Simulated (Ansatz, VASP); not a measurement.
Rb in VASP and in Ansatz

File POSCAR:

```
Rb
1.0
   -2.8025000000      2.8025000000      2.8025000000
    2.8025000000     -2.8025000000      2.8025000000
    2.8025000000      2.8025000000     -2.8025000000
Rb
1
Direct
    0.0000000000      0.0000000000      0.0000000000
```

Contents of INCAR.step1:

```
PREC = Accurate
ENCUT = 400
EDIFF = 1E-5
ISMEAR = 0
SIGMA = 0.1
LREAL = F
LASPH = T
NELM = 120
ALGO = Normal
ISIF = 2
LWAVE = T
NBANDS = 10
GGA = PE
GGA_COMPAT = F
```

The input INCAR.step2:

```
PREC = Accurate
ENCUT = 400
EDIFF = 1E-6
ISMEAR = 0
SIGMA = 0.1
LREAL = F
LASPH = T
NELM = 120
ALGO = Normal
ISIF = 2
LWAVE = F
LCHARG = T
GGA = PE
LHFCALC = T
AEXX = 0.25
HFSCREEN = 0.3
PRECFOCK = Normal
LELF = T
LVHAR = T
NBANDS = 10
ISTART = 1
GGA_COMPAT = F
```

File KPOINTS:

```
regular mesh
0
Gamma
  4 4 4
```

The input input.yaml:

```yaml
crystal:
  lattice: { a: 5.605, b: 5.605, c: 5.605, alpha: 90.0, beta: 90.0, gamma: 90.0 }
  space_group: 229
  reduce_to_primitive: true
  atoms:
    - { symbol: Rb, wyckoff: "2a", position: [0.0, 0.0, 0.0] }
hamiltonian:
  xc: { exchange: pbe, correlation: pbe, exx: { coeff: 0.25, omega: 0.3 } }
  pseudopotentials: { kind: paw }
kpoints:
  mp_grid: { grid: [4, 4, 4] }
scf:
  occupations: { method: gaussian, width: 0.1 }
  n_extra_bands: 6
output:
  forces: true
  stress: true
  eigenvalues: true
  dos: { projected: false, de: 0.05 }
```

Alike in both runs: functional PBE-based screened hybrid; k mesh 4 × 4 × 4; occupations gaussian, width 0.1 eV; no spin polarisation.

|  | VASP | Ansatz |
| --- | --- | --- |
| version | VASP 6.6.1 | Ansatz 0.2.0 |
| potentials or method | VASP PAW PBE potentials, release 64 (Rb_sv) | Ansatz PAW |
| plane-wave cutoff (eV) | 400 | 420 |
| valence electrons in the cell | 9 | 9 |
| task | single point | density of states |

|  | VASP | Ansatz | Ansatz less VASP |
| --- | --- | --- | --- |
| gap on the k mesh at the Fermi level (eV) | none | none | - |
| pressure (GPa) | 0.3 | 0.3 | +0.01 |

VASP's potentials were made for PBE, not for PBE-based screened hybrid. A gap of «none» marks a metal or a gap that the smearing closes. The functional is the same, so the differences come from potentials, cutoffs and numerics.

The k mesh is coarse, so the values compare programs but aren't converged.
